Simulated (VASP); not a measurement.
Here is a VASP 6.6.1 calculation.

INCAR

```
SYSTEM = InGa2N3
PREC = Accurate
ENCUT = 600
EDIFF = 1E-6
ISMEAR = 0
SIGMA = 0.1
LREAL = .False.
LASPH = .True.
NELM = 200
ALGO = Normal
ISIF = 2
LWAVE = .False.
LCHARG = .True.
ISPIN = 2
MAGMOM = 0 0 0 1 1 1
LORBIT = 11
GGA = PE
LELF = .True.
LVHAR = .True.
NBANDS = 40
GGA_COMPAT = .False.
```

The input KPOINTS:

```
regular mesh
0
Gamma
  6 6 6
  0 0 0
```

Contents of POSCAR:

```
InGa2N3
1.0
    5.6079568900      0.0000000000      0.0000000000
   -2.8039784400      4.8566331300      0.0000000000
    0.0000000000      0.0000000000      3.2876752000
In Ga N
1 2 3
Direct
    0.0000000000      0.0000000000      0.5000000000
    0.6666666700      0.3333333300      0.5000000000
    0.3333333300      0.6666666700      0.5000000000
    0.0000000000      0.5000000000      0.0000000000
    0.5000000000      0.5000000000      0.0000000000
    0.5000000000      0.0000000000      0.0000000000
```

Potentials or basis: VASP PAW PBE potentials, release 64 (In_d, Ga_d, N).

Launch:

```console
$ cat potpaw_PBE.64/In_d/POTCAR potpaw_PBE.64/Ga_d/POTCAR potpaw_PBE.64/N/POTCAR > POTCAR
$ mpirun -np 1 vasp_std > vasp.out
```

Q: What does it give for the site moments?

A: In +0.02; Ga -0.03; N +0.46 μB.

Q: What does it give for the net moment?

A: 1.83 μB per cell.

Q: Estimate the pressure.

A: -13.5 GPa.

Stress tensor (GPa, compression positive):
```
 -4.77   0.00   0.00
  0.00  -4.77   0.00
  0.00   0.00 -31.05
```

Caveat: the stress differs along the axes, from -31 to -5 GPa.
